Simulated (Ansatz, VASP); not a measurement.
# Two plane-wave programs on HfO2

Contents of INCAR:

```
SYSTEM = HfO2
ALGO = Normal ; EDIFF = 1E-7
ENCUT = 520 ; GGA = PE
ISIF = 2 ; ISMEAR = 0
LASPH = .True. ; LCHARG = .False.
LREAL = .False. ; LWAVE = .False.
NBANDS = 31 ; NELM = 80
PREC = Accurate ; SIGMA = 0.05
```

The input KPOINTS:

```
k-points
0
Gamma
  6 6 8
  0 0 0
```

Contents of POSCAR:

```
HfO2
1.0
    4.8812946518      0.0000000000      0.0000000000
    0.0000000000      4.8812946518      0.0000000000
    0.0000000000      0.0000000000      3.2380276120
Hf O
2 4
Direct
   -0.0249884362     -0.0249884362     -0.1065463428
    0.5000000000      0.5000000000      0.5000000000
    0.1948368017      0.8051631983      0.5000000000
    0.3051631983      0.3051631983      0.0000000000
    0.6948368017      0.6948368017      0.0000000000
    0.8051631983      0.1948368017      0.5000000000
```

Input for Ansatz:

```yaml
crystal:
  lattice:
    - [4.8812946518, 0.0, 0.0]
    - [0.0, 4.8812946518, 0.0]
    - [0.0, 0.0, 3.238027612]
  atoms:
    - { symbol: Hf, position: [-0.0249884362, -0.0249884362, -0.1065463428] }
    - { symbol: Hf, position: [0.5, 0.5, 0.5] }
    - { symbol: O, position: [0.1948368017, 0.8051631983, 0.5] }
    - { symbol: O, position: [0.3051631983, 0.3051631983, 0.0] }
    - { symbol: O, position: [0.6948368017, 0.6948368017, 0.0] }
    - { symbol: O, position: [0.8051631983, 0.1948368017, 0.5] }
basis:
  ecutwfc: 420
kpoints:
  mp_grid: { grid: [6, 6, 8] }
hamiltonian:
  xc: pbe
  pseudopotentials: { kind: paw, azcp: { folder: soft_1 } }
scf:
  occupations: { method: gaussian, width: 0.05 }
output:
  forces: true
  stress: true
  eigenvalues: true
```

Alike in both runs: task single point; functional PBE; k mesh 6 × 6 × 8; occupations gaussian, width 0.05 eV; no spin polarisation.

|  | VASP | Ansatz |
| --- | --- | --- |
| version | VASP 6.6.1 | Ansatz 0.2.0 |
| potentials or method | VASP PAW PBE potentials, release 64 (Hf_pv, O), cutoff 520 eV | scalar-relativistic, plane waves, PAW |
| valence electrons in the cell | 44 | 76 |

Ansatz gave:

- gap on the k mesh at the Fermi level (eV): 3.91
- least direct gap on the mesh (eV): 3.91
- pressure (GPa): 8.8
- traceless stress, the component that is largest in VASP (GPa): -3.63
- rms of the force components (eV/Å): 1.642

What did VASP give for the same quantities?

gap on the k mesh at the Fermi level (eV): 3.87; least direct gap on the mesh (eV): 3.87; pressure (GPa): 6.3; traceless stress, the component that is largest in VASP (GPa): -3.53; rms of the force components (eV/Å): 1.631.

Atom by atom the forces differ by 0.035 eV/Å (rms over components). With one functional, cell and mesh, what is left measures potentials, basis and numerics. VASP's potentials hold 44 valence electrons a cell and Ansatz's 76, so a difference there can come from the potentials and not from the codes.

Spin-orbit coupling is off throughout.
